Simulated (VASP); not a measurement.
# BeS (I-4m2) in VASP: a series of runs, part 2 of 2

VASP 6.6.1.

### 4 Single point, PBEsol

This run uses another cell than the first one, of 14.86 Å³/atom, 1.008 times its volume.

INCAR

```
SYSTEM = BeS
PREC = Accurate
ENCUT = 520
EDIFF = 1E-6
ISMEAR = 0
SIGMA = 0.02
LREAL = .False.
LASPH = .True.
NELM = 100
ALGO = Normal
ISIF = 2
LWAVE = .False.
LCHARG = .True.
GGA = PS
LELF = .True.
LVHAR = .True.
NBANDS = 16
```

KPOINTS

```
Automatic mesh
0
Gamma
  8 8 6
  0 0 0
```

POSCAR

```
BeS
1.0
    2.5277022348      2.5277022348      0.0000000000
   -2.5277022348      2.5277022348      0.0000000000
    0.0000000000      0.0000000000      4.6516486833
Be S
2 2
Direct
    0.0000000000      0.0000000000      0.0000000000
    0.5000000000      0.5000000000      0.5000000000
    0.5000000000      0.0000000000      0.2500000000
    0.0000000000      0.5000000000      0.7500000000
```

Potentials or basis: VASP PAW PBE potentials, release 64 (Be, S).

Launch:

```bash
$ cat potpaw_PBE.64/Be/POTCAR potpaw_PBE.64/S/POTCAR > POTCAR
$ mpirun -np 1 vasp_std > vasp.out
```

OUTCAR:

```text
SYSTEM = BeS
   PREC = Accurate
   ENCUT = 520
   EDIFF = 1E-6
   ISMEAR = 0
   LREAL = .False.
   LASPH = .True.
   NELM = 100
   ISIF = 2
   GGA = PS

 ion  position               nearest neighbor table
   1  0.000  0.000  0.000-   3 2.13   4 2.13   4 2.13   3 2.13
   2  0.500  0.500  0.500-   3 2.13   4 2.13   3 2.13   4 2.13
   3  0.500  0.000  0.250-   1 2.13   2 2.13   2 2.13   1 2.13
   4  0.000  0.500  0.750-   1 2.13   2 2.13   1 2.13   2 2.13

  LATTYP: Found a simple tetragonal cell.
 ALAT       =     3.5747107821
 C/A-ratio  =     1.3012657434

  Lattice vectors:

 A1 = (   2.5277022348,   2.5277022348,   0.0000000000)
 A2 = (  -2.5277022348,   2.5277022348,   0.0000000000)
 A3 = (   0.0000000000,   0.0000000000,   4.6516486833)

Analysis of symmetry for initial positions (statically):
=====================================================================
 Subroutine PRICEL returns following result:

  LATTYP: Found a body centered tetragonal cell.
 ALAT       =     3.5747107821
 C/A-ratio  =     1.3012657434

  Lattice vectors:

[... 182 lines left out ...]
  ---------------------------------------------------
  free energy    TOTEN  =       -21.02115378 eV

  energy without entropy =      -21.02115378  energy(sigma->0) =      -21.02115378

 E-fermi :   4.0723     XC(G=0):  -9.7394

 val. band max:        3.9768104533   @ k =   0.0000   0.0000   0.0000
 cond. band min:       6.3910233699   @ k =   0.0000   0.0000   0.0000
 fundamental gap:      2.4142129166
 Fermi energy:         4.0722985424

 k-point     1 :       0.0000    0.0000    0.0000
  band No.  band energies     occupation
      1      -9.7080      2.00000
      2      -7.4393      2.00000
      3      -0.7346      2.00000
      4       0.8005      2.00000
      5       0.8005      2.00000
      6       3.6136      2.00000
[... 433 lines left out ...]
      3      -0.8814      2.00000
      4      -0.8814      2.00000
      5       1.4732      2.00000
      6       1.4732      2.00000
[... 8 lines left out ...]
     15      13.0235      0.00000
     16      13.0235      0.00000

 [... further k-points ...]
[... 5 lines left out ...]
  --------------------------------------------------------------------------------------
  -------------------------------------------------------------------------------------
  Total       -2.3949689     -2.3949689      0.0462636      0.0000000     -0.0000000      0.0000000
  in kB      -64.5537894    -64.5537894      1.2469856      0.0000000     -0.0000000      0.0000000
  external PRESSURE =     -42.6201977 kB  Pullay stress =       0.0000000 kB

 VOLUME and BASIS-vectors are now :
 -----------------------------------------------------------------------------
  energy-cutoff  :      520.00
  volume of cell :       59.44
      direct lattice vectors                 reciprocal lattice vectors
     2.527702235  2.527702235  0.000000000     0.197808109  0.197808109  0.000000000
    -2.527702235  2.527702235  0.000000000    -0.197808109  0.197808109  0.000000000
     0.000000000  0.000000000  4.651648683     0.000000000  0.000000000  0.214977542

 POSITION                                       TOTAL-FORCE (eV/Angst)
 -----------------------------------------------------------------------------------
      0.00000      0.00000      0.00000         0.000000      0.000000     -0.000000
      0.00000      2.52770      2.32582        -0.000000      0.000000     -0.000000
      1.26385      1.26385      1.16291        -0.000000     -0.000000     -0.000000
     -1.26385      1.26385      3.48874        -0.000000     -0.000000      0.000000
 -----------------------------------------------------------------------------------
    total drift:                                0.000000     -0.000000      0.000000

  FREE ENERGIE OF THE ION-ELECTRON SYSTEM (eV)
  ---------------------------------------------------
  free  energy   TOTEN  =       -21.0211537786 eV

  energy  without entropy=      -21.0211537786  energy(sigma->0) =      -21.02115378
```

OSZICAR:

```text
N       E                     dE             d eps       ncg     rms          rms(c)
DAV:   1     0.518135171387E+02    0.51814E+02   -0.67532E+03  1920   0.858E+02
DAV:   2    -0.170609165423E+02   -0.68874E+02   -0.62304E+02  2712   0.156E+02
DAV:   3    -0.213015075729E+02   -0.42406E+01   -0.42173E+01  2760   0.423E+01
DAV:   4    -0.213501933187E+02   -0.48686E-01   -0.48676E-01  2344   0.545E+00
DAV:   5    -0.213511124479E+02   -0.91913E-03   -0.91909E-03  2760   0.759E-01    0.714E+00
DAV:   6    -0.211006310833E+02    0.25048E+00   -0.18083E-01  2112   0.210E+00    0.473E+00
DAV:   7    -0.210216339519E+02    0.78997E-01   -0.18323E-01  2376   0.221E+00    0.966E-01
DAV:   8    -0.210210860866E+02    0.54787E-03   -0.11939E-02  2448   0.624E-01    0.132E-01
DAV:   9    -0.210211173650E+02   -0.31278E-04   -0.69435E-04  2456   0.170E-01    0.420E-02
DAV:  10    -0.210211425384E+02   -0.25173E-04   -0.35154E-05  2600   0.351E-02    0.154E-02
DAV:  11    -0.210211535740E+02   -0.11036E-04   -0.12812E-05  2288   0.233E-02    0.834E-03
DAV:  12    -0.210211537786E+02   -0.20462E-06   -0.29034E-07  1808   0.366E-03
   1 F= -.21021154E+02 E0= -.21021154E+02  d E =-.370176E-14
```

stdout:

```text
POSCAR found type information on POSCAR BeS
 POSCAR found :  2 types and       4 ions
 scaLAPACK will be used
 -----------------------------------------------------------------------------
|                                                                             |
|                                                                             |
|     You enforced a specific xc type in the INCAR file but a different       |
|     I HOPE YOU KNOW WHAT YOU ARE DOING!                                     |
|                                                                             |
 -----------------------------------------------------------------------------

 LDA part: xc-table for (Slater+PW92), standard interpolation
 POSCAR, INCAR and KPOINTS ok, starting setup
 FFT: planning ... GRIDC
 FFT: planning ... GRID_SOFT
 FFT: planning ... GRID
 WAVECAR not read
 entering main loop
```

It took 33 s on 1 thread of Intel Xeon Platinum 8375C at 2.90GHz (Ice Lake), shared host; peak memory 0.19 GiB.

What came out:

| Item | Value |
| --- | --- |
| Free energy | -21.0212 eV |
| Pressure | -4.3 GPa |
| Band gap on the k mesh | 2.41 eV |

Caveat: the PAW data sets were made with another functional, which shifts forces and pressure a little.

### 5 Single point, PBEsol (biaxial strain in the a-b plane: +4.5 %)

INCAR is that of step 4.

KPOINTS

```
regular mesh
0
Gamma
  8 8 6
  0 0 0
```

Changes to POSCAR since step 4:

```diff
@@ -4,3 +4,3 @@
    -2.5277022348      2.5277022348      0.0000000000
-    0.0000000000      0.0000000000      4.6516486833
+    0.0000000000      0.0000000000      4.7070895205
 Be S
```

Launch:

```bash
$ cat potpaw_PBE.64/Be/POTCAR potpaw_PBE.64/S/POTCAR > POTCAR
$ mpirun -np 1 vasp_std > vasp.out
```

It took 33 s on 1 thread of Intel Xeon Platinum 8375C at 2.90GHz (Ice Lake), shared host; peak memory 0.19 GiB.

The run converged. Its results:

| Quantity | Value |
| --- | --- |
| Free energy | -21.0186 eV |
| Pressure | -5.2 GPa |
| Band gap on the k mesh | 2.52 eV |

Stress tensor (GPa, compression positive):
```
-7.08  0.00  0.00
 0.00 -7.08  0.00
 0.00  0.00 -1.34
```

Levels at points of the mesh, in eV from the valence-band top:
```csv
k point,band 6,band 7,band 8,band 9,band 10,band 11
"(0.00, 0.00, 0.00)",-0.32,-0.32,0.00,2.52,4.19,5.04
"(0.50, 0.00, 0.00)",-2.92,-1.58,-1.58,5.10,5.10,7.49
"(0.50, 0.50, 0.00)",-2.56,-2.45,-2.45,3.01,3.01,4.89
"(0.00, 0.00, 0.50)",-1.97,-1.97,-1.97,4.00,4.00,6.17
"(0.50, 0.00, 0.50)",-1.47,-0.89,-0.89,4.77,4.77,5.98
"(0.50, 0.50, 0.50)",-3.85,-3.40,-3.40,6.59,6.59,8.44
```

Caveat: the cell differs from its parent crystal (biaxial strain in the a-b plane: +4.5 %); the PAW data sets were made with another functional, which shifts forces and pressure a little. A k mesh can miss the band edges.

### 6 Summary

| cell | gap on the mesh (eV) | pressure (GPa) |
| --- | --- | --- |
| a = 3.523, b = 3.523, c = 4.751 Å, 4 atoms | 2.63 | -3.5 |
| a = 3.575, b = 3.575, c = 4.652 Å, 4 atoms | 2.41 | -4.3 |
| a = 3.575, b = 3.575, c = 4.707 Å, 4 atoms | 2.52 | -5.2 |

Alike in all rows: task single point; level PBEsol; potentials or basis VASP PAW PBE potentials, release 64 (Be, S); no spin polarisation; k mesh 8 × 8 × 6; cutoff (eV) 520; smearing gaussian 0.02 eV.

Caveats: the PAW data sets were made with another functional, which shifts forces and pressure a little.

Absolute energies hang on the potentials; compare differences alone.
